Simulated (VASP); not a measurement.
# Pt (Immm) in VASP: further runs

The runs below take Pt through single point, with PBE.

Program: VASP 6.6.1. These are calculated values, not measurements. Logs are shortened: lines on timing, memory, paths and dates and some standing lists are left out, and cuts for length are marked.

**1. The cell of the first run**

The structure is orthorhombic, space group Immm (No. 71). Conventional cell: a = 2.686 Å, b = 2.852 Å, c = 3.916 Å, α = 90.00°, β = 90.00°, γ = 90.00°. Within 3.5 Å of Pt (site symmetry mmm) lie 12 Pt at 2.69 to 2.85 Å.

**2. Single point, PBE (strain -0.0600 x Voigt [0, 0, 0, 0, 0, 1])**

The input, INCAR:

```
SYSTEM = Pt
PREC     = Accurate       ! precision mode
ENCUT    = 520            ! plane-wave cutoff, eV
EDIFF    = 1E-7           ! SCF threshold, eV
ISMEAR   = 0              ! smearing method
SIGMA    = 0.15           ! smearing width, eV
LREAL    = .FALSE.        ! projectors in reciprocal space
LASPH    = .TRUE.         ! aspherical terms in the spheres
NELM     = 60             ! most SCF steps
ALGO     = Fast           ! electronic algorithm
ISIF     = 2              ! what is computed and relaxed
LWAVE    = .FALSE.        ! write WAVECAR
LCHARG   = .TRUE.         ! write CHGCAR
GGA      = PE             ! functional
LELF     = .TRUE.         ! ELF
LVHAR    = .TRUE.       
NBANDS   = 11             ! bands
```

The input, KPOINTS:

```
regular mesh
0
G
  20 20 20
  0 0 0
```

The input, POSCAR:

```
Pt
1.0
   -0.0587370000      1.9579000000      1.9579000000
    1.9579000000     -0.0587370000      1.9579000000
    1.8991630000      1.8991630000      0.0000000000
Pt
1
Direct
    0.0000000000      0.0000000000      0.0000000000
```

Potentials or basis: VASP PAW PBE potentials, release 64 (Pt).

The run is started by

```sh
$ cat potpaw_PBE.64/Pt/POTCAR > POTCAR
$ mpirun -np 1 vasp_std > vasp.out
```

OUTCAR:

```text
SYSTEM = Pt
   PREC = Accurate
   ENCUT = 520
   EDIFF = 1E-7
   ISMEAR = 0
   LREAL = .FALSE.
   LASPH = .TRUE.
   NELM = 60
   ISIF = 2
   GGA = PE

 ion  position               nearest neighbor table
   1  0.000  0.000  0.000-

  LATTYP: Found a body centered orthorhombic cell.
 ALAT       =     2.6858220718
 B/A-ratio  =     1.0618556701
 C/A-ratio  =     1.4579521262

  Lattice vectors:

 A1 = (   0.0587370000,  -1.9579000000,  -1.9579000000)
 A2 = (  -0.0587370000,   1.9579000000,  -1.9579000000)
 A3 = (   1.9579000000,  -0.0587370000,   1.9579000000)

Analysis of symmetry for initial positions (statically):
=====================================================================
 Subroutine PRICEL returns:
 Original cell was already a primitive cell.

 Routine SETGRP: Setting up the symmetry group for a
 body centered orthorhombic supercell.

 Subroutine GETGRP returns: Found  8 space group operations
 (whereof  8 operations were pure point group operations)
 out of a pool of  8 trial point group operations.

The static configuration has the point symmetry D_2h.

Analysis of symmetry for dynamics (positions and initial velocities):
=====================================================================
 Subroutine PRICEL returns:
 Original cell was already a primitive cell.

 Routine SETGRP: Setting up the symmetry group for a
 body centered orthorhombic supercell.

 Subroutine GETGRP returns: Found  8 space group operations
 (whereof  8 operations were pure point group operations)
 out of a pool of  8 trial point group operations.

The dynamic configuration has the point symmetry D_2h.

 Subroutine INISYM returns: Found  8 space group operations
 (whereof  8 operations are pure point group operations),
 and found     1 'primitive' translations

----------------------------------------------------------------------------------------

                                     Primitive cell

  volume of cell :      14.9972

  direct lattice vectors                    reciprocal lattice vectors
    -0.058737000  1.957900000  1.957900000    -0.247937532  0.247937532  0.255375658
     1.957900000 -0.058737000  1.957900000     0.247937532 -0.247937532  0.255375658
     1.899163000  1.899163000  0.000000000     0.263273874  0.263273874 -0.255375658

  length of vectors
     2.769511664  2.769511664  2.685822072     0.433777323  0.433777323  0.451489747

  position of ions in fractional coordinates (direct lattice)
     0.000000000  0.000000000  0.000000000

  ion indices of the primitive-cell ions
   primitive index   ion index
                 1           1

----------------------------------------------------------------------------------------

 KPOINTS: regular mesh

Automatic generation of k-mesh.
 Grid dimensions read from file:
 generate k-points for:   20   20   20

 Generating k-lattice:

  Cartesian coordinates                     Fractional coordinates (reciprocal lattice)
    -0.012396877  0.012396877  0.012768783     0.050000000  0.000000000  0.000000000
     0.012396877 -0.012396877  0.012768783     0.000000000  0.050000000  0.000000000
     0.013163694  0.013163694 -0.012768783     0.000000000  0.000000000  0.050000000

  Length of vectors
     0.021688866  0.021688866  0.022574487

  Shift w.r.t. Gamma in fractional coordinates (k-lattice)
     0.000000000  0.000000000  0.000000000

 Subroutine IBZKPT returns following result:
 ===========================================

 Found   1166 irreducible k-points:

 Following reciprocal coordinates:
            Coordinates               Weight
  0.000000  0.000000  0.000000      1.000000
  0.050000  0.000000  0.000000      4.000000
  0.100000  0.000000  0.000000      4.000000
  0.150000  0.000000  0.000000      4.000000
  0.200000  0.000000  0.000000      4.000000
  0.250000 -0.000000  0.000000      4.000000
[... 16 lines left out ...]
 -0.400000  0.050000  0.000000      4.000000
 -0.350000  0.050000  0.000000      4.000000
 [... further k-points ...]
   k-points           NKPTS =   1166   k-points in BZ     NKDIM =   1166   number of bands    NBANDS=     11
   number of dos      NEDOS =    301   number of ions     NIONS =      1
   total plane-waves  NPLWV =  11520
   dimension x,y,z NGX =    24 NGY =   24 NGZ =   20
   dimension x,y,z NGXF=    48 NGYF=   48 NGZF=   40
   ions per type =               1
   NGX,Y,Z   is equivalent  to a cutoff of  14.41, 14.41, 12.38 a.u.
   NGXF,Y,Z  is equivalent  to a cutoff of  28.81, 28.81, 24.76 a.u.
 SYSTEM =  Pt
   PREC   = accura    normal or accurate (medium, high low for compatibility)
   ISTART =      0    job   : 0-new  1-cont  2-samecut
   ICHARG =      2    charge: 1-file 2-atom 10-const
   ISPIN  =      1    spin polarized calculation?
   LNONCOLLINEAR =      F non collinear calculations
   LSORBIT =      F    spin-orbit coupling
   LASPH  =      T    aspherical Exc in radial PAW
   ENCUT  =  520.0 eV  38.22 Ry    6.18 a.u.   5.15  5.15  4.99*2*pi/ulx,y,z
   NELM   =     60;   NELMIN=  2; NELMDL= -5     # of ELM steps
   EDIFF  = 0.1E-06   stopping-criterion for ELM
   LREAL  =      F    real-space projection
   EDIFFG = 0.1E-05   stopping-criterion for IOM
   NSW    =      0    number of steps for IOM
   IBRION =     -1    ionic relax: 0-MD 1-quasi-New 2-CG
   NFREE  =      0    steps in history (QN), initial steepest desc. (CG)
   ISIF   =      2    stress and relaxation
   ISYM   =      2    0-nonsym 1-usesym 2-fastsym
   POTIM  = 0.5000    time-step for ionic-motion
   TEBEG  =    0.0;   TEEND  =   0.0 temperature during run
   PSTRESS=    0.0 pullay stress
   NELECT =      10.0000    total number of electrons
   NUPDOWN=      -1.0000    fix difference up-down
   EMIN   =  10.00;   EMAX   =-10.00  energy-range for DOS
   EFERMI =   0.00;   METHOD = LEGACY
   ISMEAR =     0;   SIGMA  =   0.15  broadening in eV -4-tet -1-fermi 0-gaus
   EFERMI_NEDOS =   21; number of points for ismear=-14 and -15
   IALGO  =     68    algorithm
   IMIX   =      4    mixing-type and parameters
     AMIX     =   0.40;   BMIX     =  1.00
     AMIX_MAG =   1.60;   BMIX_MAG =  1.00
  volume/ion in A,a.u.               =      15.00       101.21
  Fermi-wavevector in a.u.,A,eV,Ry     =   1.430226  2.702735 27.831349  2.045546
  Thomas-Fermi vector in A             =   2.550094
   LORBIT       =      0    0 simple, 1 ext, 2 COOP (PROOUT), +10 PAW based schemes
   GGA     = PE    functional components
   LHFCALC =     F    Hartree Fock is set to
   AEXX    =    0.0000 exact exchange contribution
   IVDW    =     0    specifies the selected vdW correction
   LEPSILON=     F    determine dielectric tensor
   LRPA    =     F    only Hartree local field effects (RPA)
 non-spin polarized calculation
 RMM-DIIS sequential band-by-band and
 Gauss-broadening in eV      SIGMA  =   0.15
  energy-cutoff  :      520.00
  volume of cell :       15.00
 maximum number of plane-waves:       417
 NGX is ok and might be reduce to    24
   NGX = 11   NGY = 11   NGZ =  9

 number of electron      10.0000000 magnetization

 Free energy of the ion-electron system (eV)
  ---------------------------------------------------
  ext. energy  EPLUGINS =         0.00000000
  ---------------------------------------------------
  free energy    TOTEN  =        -6.07286557 eV

  energy without entropy =       -6.05475153  energy(sigma->0) =       -6.06380855

 E-fermi :  11.3709     XC(G=0): -13.5208

 val. band max:       11.3697710268   @ k =  -0.4000   0.3500   0.1000
 cond. band min:      11.3713473516   @ k =   0.4500   0.4500   0.3000
 fundamental gap:      0.0015763248
 Fermi energy:        11.3708802515

 k-point     1 :       0.0000    0.0000    0.0000
  band No.  band energies     occupation
      1       1.0920      2.00000
      2       7.1987      2.00000
      3       7.4276      2.00000
      4       7.9312      2.00000
      5       9.7612      2.00000
      6       9.7942      2.00000
      7      25.9457      0.00000
      8      30.0582      0.00000
      9      31.0533      0.00000
     10      32.0133      0.00000
     11      36.3733      0.00000

 k-point     2 :       0.0500    0.0000    0.0000
  band No.  band energies     occupation
      1       1.1880      2.00000
      2       7.1892      2.00000
      3       7.4271      2.00000
      4       7.9684      2.00000
      5       9.7478      2.00000
      6       9.7786      2.00000
      7      26.0856      0.00000
      8      29.7344      0.00000
      9      31.0489      0.00000
     10      32.1557      0.00000
     11      36.9343      0.00000

 k-point     3 :       0.1000    0.0000    0.0000
  band No.  band energies     occupation
      1       1.4690      2.00000
      2       7.1332      2.00000
      3       7.4564      2.00000
      4       8.0674      2.00000
      5       9.7220      2.00000
      6       9.7460      2.00000
      7      26.4654      0.00000
      8      28.7405      0.00000
      9      31.3985      0.00000
     10      32.5740      0.00000
     11      37.9000      0.00000

 k-point     4 :       0.1500    0.0000    0.0000
  band No.  band energies     occupation
      1       1.9100      2.00000
      2       7.0404      2.00000
      3       7.5172      2.00000
      4       8.1870      2.00000
      5       9.7293      2.00000
      6       9.7366      2.00000
      7      26.8357      0.00000
      8      27.5702      0.00000
      9      32.1002      0.00000
     10      33.2400      0.00000
     11      36.7350      0.00000
[... 239 lines left out ...]
 k-point    22 :      -0.4500    0.0500    0.0000
  band No.  band energies     occupation
      1       3.9673      2.00000
      2       7.1235      2.00000
      3       7.9468      2.00000
      4       9.8911      2.00000
      5      11.4143      0.68225
      6      11.7438      0.00044
      7      17.1513      0.00000
      8      25.9522      0.00000
      9      30.1128      0.00000
     10      31.4773      0.00000
     11      39.5899      0.00000

 k-point    23 :      -0.4000    0.0500    0.0000
  band No.  band energies     occupation
      1       3.9511      2.00000
      2       7.1774      2.00000
      3       7.9934      2.00000
      4       9.2840      2.00000
      5      11.1416      1.96939
      6      11.3746      0.97216
      7      18.3790      0.00000
      8      26.1841      0.00000
      9      30.3639      0.00000
     10      32.2403      0.00000
     11      38.5778      0.00000

 k-point    24 :      -0.3500    0.0500    0.0000
  band No.  band energies     occupation
      1       3.8770      2.00000
      2       7.2678      2.00000
      3       8.0785      2.00000
      4       8.3881      2.00000
      5      10.7606      2.00000
      6      11.0352      1.99845
      7      20.0495      0.00000
      8      26.5895      0.00000
      9      30.9471      0.00000
     10      33.4039      0.00000
     11      37.0846      0.00000

 [... further k-points ...]

------------------------ aborting loop because EDIFF is reached ----------------------------------------

  FORCE on cell =-STRESS in cart. coord.  units (eV):
  Direction    XX          YY          ZZ          XY          YZ          ZX
  --------------------------------------------------------------------------------------
  -------------------------------------------------------------------------------------
  Total        1.2387503      1.2387503      0.9191455      0.5259200      0.0000000      0.0000000
  in kB      132.3377877    132.3377877     98.1938744     56.1849196      0.0000000      0.0000000
  external PRESSURE =     120.9564833 kB  Pullay stress =       0.0000000 kB

 VOLUME and BASIS-vectors are now :
 -----------------------------------------------------------------------------
  energy-cutoff  :      520.00
  volume of cell :       15.00
      direct lattice vectors                 reciprocal lattice vectors
    -0.058737000  1.957900000  1.957900000    -0.247937532  0.247937532  0.255375658
     1.957900000 -0.058737000  1.957900000     0.247937532 -0.247937532  0.255375658
     1.899163000  1.899163000  0.000000000     0.263273874  0.263273874 -0.255375658

 POSITION                                       TOTAL-FORCE (eV/Angst)
 -----------------------------------------------------------------------------------
      0.00000      0.00000      0.00000         0.000000      0.000000      0.000000
 -----------------------------------------------------------------------------------
    total drift:                                0.000000      0.000000     -0.000000

  FREE ENERGIE OF THE ION-ELECTRON SYSTEM (eV)
  ---------------------------------------------------
  free  energy   TOTEN  =        -6.0728655744 eV

  energy  without entropy=       -6.0547515265  energy(sigma->0) =       -6.06380855
```

It took 2.2 min on 1 thread of Intel Xeon 6975P-C (Granite Rapids), shared host; peak memory 0.31 GiB.

What came out:

| Item | Value |
| --- | --- |
| Free energy | -6.0729 eV |
| Pressure | 12.1 GPa |
| Band gap on the k mesh | zero (bands 5 and 6 overlap by 2.39 eV) |

Stress tensor (GPa, compression positive):
```
13.23  5.62  0.00
 5.62 13.23  0.00
 0.00  0.00  9.82
```

Caveat: the cell differs from its parent crystal (strain -0.0600 x Voigt [0, 0, 0, 0, 0, 1]); the cell stands under pressure; spin-orbit coupling is left out, which moves the levels of the heavy elements.

**3. Single point, PBE (strain +0.0450 x Voigt [0, 0, 0, 0, 0, 1])**

The input, INCAR:

```
  ALGO = Fast
  EDIFF = 1E-6
  ENCUT = 520
  GGA = PE
  ISIF = 2
  ISMEAR = 0
  LASPH = True
  LCHARG = False
  LREAL = False
  LWAVE = False
  NBANDS = 11
  NELM = 100
  PREC = Accurate
  SIGMA = 0.15
```

The input, KPOINTS:

```
k-points
0
Gamma
  20 20 20
```

The input, POSCAR:

```
Pt
1.0
    0.0440527500      1.9579000000      1.9579000000
    1.9579000000      0.0440527500      1.9579000000
    2.0019527500      2.0019527500      0.0000000000
Pt
1
Direct
    0.0000000000      0.0000000000      0.0000000000
```

Potentials or basis: VASP PAW PBE potentials, release 64 (Pt).

The run is started by

```sh
$ cat potpaw_PBE.64/Pt/POTCAR > POTCAR
$ mpirun -np 1 vasp_std > vasp.out
```

OUTCAR:

```text
EDIFF = 1E-6
   ENCUT = 520
   GGA = PE
   ISIF = 2
   ISMEAR = 0
   LASPH = True
   LREAL = False
   NELM = 100
   PREC = Accurate

 ion  position               nearest neighbor table
   1  0.000  0.000  0.000-

  LATTYP: Found a body centered orthorhombic cell.
 ALAT       =     2.7065887373
 B/A-ratio  =     1.0460358056
 C/A-ratio  =     1.4467657927

  Lattice vectors:

 A1 = (   1.9579000000,   0.0440527500,  -1.9579000000)
 A2 = (  -1.9579000000,  -0.0440527500,  -1.9579000000)
 A3 = (   0.0440527500,   1.9579000000,   1.9579000000)

Analysis of symmetry for initial positions (statically):
=====================================================================
 Subroutine PRICEL returns:
 Original cell was already a primitive cell.

 Routine SETGRP: Setting up the symmetry group for a
 body centered orthorhombic supercell.

 Subroutine GETGRP returns: Found  8 space group operations
 (whereof  8 operations were pure point group operations)
 out of a pool of  8 trial point group operations.

The static configuration has the point symmetry D_2h.

Analysis of symmetry for dynamics (positions and initial velocities):
[... 170 lines left out ...]
      3       7.4759      2.00000
      4       7.8282      2.00000
      5       9.7399      2.00000
      6       9.7597      2.00000
      7      25.9612      0.00000
      8      30.2763      0.00000
      9      31.0190      0.00000
     10      31.7417      0.00000
     11      36.3570      0.00000
[... 309 lines left out ...]
 k-point    24 :      -0.3500    0.0500    0.0000
  band No.  band energies     occupation
      1       4.1008      2.00000
      2       7.4472      2.00000
      3       7.8726      2.00000
      4       8.5598      2.00000
      5      10.4479      2.00000
      6      11.3906      0.82680
      7      20.9067      0.00000
      8      26.4078      0.00000
      9      31.0496      0.00000
     10      31.9631      0.00000
     11      36.5405      0.00000

 [... further k-points ...]

------------------------ aborting loop because EDIFF is reached ----------------------------------------

  FORCE on cell =-STRESS in cart. coord.  units (eV):
  Direction    XX          YY          ZZ          XY          YZ          ZX
  --------------------------------------------------------------------------------------
  -------------------------------------------------------------------------------------
  Total        1.1476320      1.1476320      0.9641870     -0.3820258      0.0000000      0.0000000
  in kB      122.5551736    122.5551736    102.9651481    -40.7963881      0.0000000      0.0000000
  external PRESSURE =     116.0251651 kB  Pullay stress =       0.0000000 kB

 VOLUME and BASIS-vectors are now :
 -----------------------------------------------------------------------------
  energy-cutoff  :      520.00
  volume of cell :       15.00
      direct lattice vectors                 reciprocal lattice vectors
     0.044052750  1.957900000  1.957900000    -0.261253870  0.261253870  0.255375658
     1.957900000  0.044052750  1.957900000     0.261253870 -0.261253870  0.255375658
     2.001952750  2.001952750  0.000000000     0.249756144  0.249756144 -0.255375658

 POSITION                                       TOTAL-FORCE (eV/Angst)
 -----------------------------------------------------------------------------------
      0.00000      0.00000      0.00000         0.000000      0.000000      0.000000
 -----------------------------------------------------------------------------------
    total drift:                               -0.000000      0.000000      0.000000

  FREE ENERGIE OF THE ION-ELECTRON SYSTEM (eV)
  ---------------------------------------------------
  free  energy   TOTEN  =        -6.0801385434 eV

  energy  without entropy=       -6.0614730519  energy(sigma->0) =       -6.07080580
```

OSZICAR:

```text
N       E                     dE             d eps       ncg     rms          rms(c)
DAV:   1     0.398883370398E+02    0.39888E+02   -0.53789E+03 26111   0.846E+02
DAV:   2    -0.585142710203E+01   -0.45740E+02   -0.43837E+02 29331   0.177E+02
DAV:   3    -0.645319105176E+01   -0.60176E+00   -0.59847E+00 30058   0.194E+01
DAV:   4    -0.645554808694E+01   -0.23570E-02   -0.23569E-02 29734   0.143E+00
DAV:   5    -0.645556681531E+01   -0.18728E-04   -0.18729E-04 30166   0.118E-01    0.132E+01
RMM:   6    -0.612273576702E+01    0.33283E+00   -0.32557E-01 25810   0.490E+00    0.699E+00
RMM:   7    -0.608355949666E+01    0.39176E-01   -0.71879E-02 27116   0.247E+00    0.251E+00
RMM:   8    -0.608038990548E+01    0.31696E-02   -0.85565E-03 27237   0.814E-01    0.574E-01
RMM:   9    -0.608012137611E+01    0.26853E-03   -0.84801E-04 29571   0.254E-01    0.557E-02
RMM:  10    -0.608013607135E+01   -0.14695E-04   -0.13051E-04 30654   0.869E-02    0.545E-02
RMM:  11    -0.608013830211E+01   -0.22308E-05   -0.19300E-05 29936   0.295E-02    0.724E-03
RMM:  12    -0.608013854337E+01   -0.24126E-06   -0.51901E-06 25387   0.168E-02
   1 F= -.60801385E+01 E0= -.60708058E+01  d E =-.186655E-01
```

Run time: 1.9 min. Hardware: 1 thread of Intel Xeon 6975P-C (Granite Rapids), shared host; peak memory 0.31 GiB.

What came out:

| Quantity | Value |
| --- | --- |
| Free energy | -6.0801 eV |
| Pressure | 11.6 GPa |
| Band gap on the k mesh | zero (bands 5 and 6 overlap by 2.35 eV) |

Stress tensor (GPa, compression positive):
```
12.26 -4.08  0.00
-4.08 12.26  0.00
 0.00  0.00 10.30
```

Caveat: the cell differs from its parent crystal (strain +0.0450 x Voigt [0, 0, 0, 0, 0, 1]); the cell stands under pressure; spin-orbit coupling is left out, which moves the levels of the heavy elements.

(Part 1 of 2 ends here.)
